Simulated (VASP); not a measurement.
Here is a VASP 6.6.1 calculation.

The input INCAR:

```
  ALGO = Normal
  EDIFF = 1E-7
  ENCUT = 520
  GGA = PE
  ISIF = 2
  ISMEAR = 0
  LASPH = T
  LCHARG = F
  LREAL = F
  LWAVE = F
  NBANDS = 41
  NELM = 60
  PREC = Accurate
  SIGMA = 0.1
```

File KPOINTS:

```
k-points
0
Gamma
  6 6 6
```

Contents of POSCAR:

```
BaBr3
1.0
    6.8725576950      0.0000000000      0.0000000000
   -3.4362788475      5.9518095529      0.0000000000
    0.0000000000      0.0000000000      6.2176873880
Ba Br
2 6
Direct
    0.6666666667      0.3333333333      0.2500000000
    0.3333333333      0.6666666667      0.7500000000
    0.3439871657      0.1719935828      0.7500000000
    0.8280064172      0.1719935828      0.7500000000
    0.8280064172      0.6560128343      0.7500000000
    0.6560128343      0.8280064172      0.2500000000
    0.1719935828      0.8280064172      0.2500000000
    0.1719935828      0.3439871657      0.2500000000
```

Potentials or basis: VASP PAW PBE potentials, release 64 (Ba_sv, Br).

The run is started by

```console
$ cat potpaw_PBE.64/Ba_sv/POTCAR potpaw_PBE.64/Br/POTCAR > POTCAR
$ mpirun -np 1 vasp_std > vasp.out
```

Problem. What does it give for the largest force?

Solution. 0.014 eV/Å.

Problem. Estimate the band gap on the k mesh.

Solution. Zero (bands 31 and 32 overlap by 0.59 eV).

Problem. Estimate the pressure.

Solution. 0.3 GPa.

Forces on the atoms (eV/Å):
```
Ba   0.000  0.000  0.000
Ba   0.000  0.000  0.000
Br  -0.012 -0.007  0.000
Br   0.012 -0.007  0.000
Br   0.000  0.014  0.000
Br   0.012  0.007  0.000
Br  -0.012  0.007  0.000
Br   0.000 -0.014  0.000
```

Caveat: spin-orbit coupling is left out, which moves the levels of the heavy elements.
